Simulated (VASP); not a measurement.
A run of VASP 6.6.1 is set up as follows.

File INCAR:

```
ALGO = Normal
EDIFF = 1E-7
ENCUT = 520
GGA = PE
ISIF = 2
ISMEAR = -1
LASPH = True
LCHARG = True
LELF = True
LREAL = False
LVHAR = True
LWAVE = False
NBANDS = 16
NELM = 100
PREC = Accurate
SIGMA = 0.05
```

The input KPOINTS:

```
k-points
0
Gamma
  10 10 10
```

Contents of POSCAR:

```
HgTe
1.0
   -3.0856813198      3.0856813198      1.5799309059
    3.0856813198     -3.0856813198      1.5799309059
    3.0856813198      3.0856813198     -1.5799309059
Hg Te
1 1
Direct
    0.7500000000      0.2500000000      0.5000000000
    0.0000000000      0.0000000000      0.0000000000
```

Potentials or basis: VASP PAW PBE potentials, release 64 (Hg, Te).

The run is started by

```bash
$ cat potpaw_PBE.64/Hg/POTCAR potpaw_PBE.64/Te/POTCAR > POTCAR
$ mpirun -np 1 vasp_std > vasp.out
```

Predict the band gap on the k mesh.

zero (bands 9 and 10 overlap by 3.16 eV).

Predict the pressure.

-1.4 GPa.

Stress tensor (GPa, compression positive):
```
-2.70  0.00  0.00
 0.00 -2.70  0.00
 0.00  0.00  1.07
```

Caveat: spin-orbit coupling is left out, which moves the levels of the heavy elements.
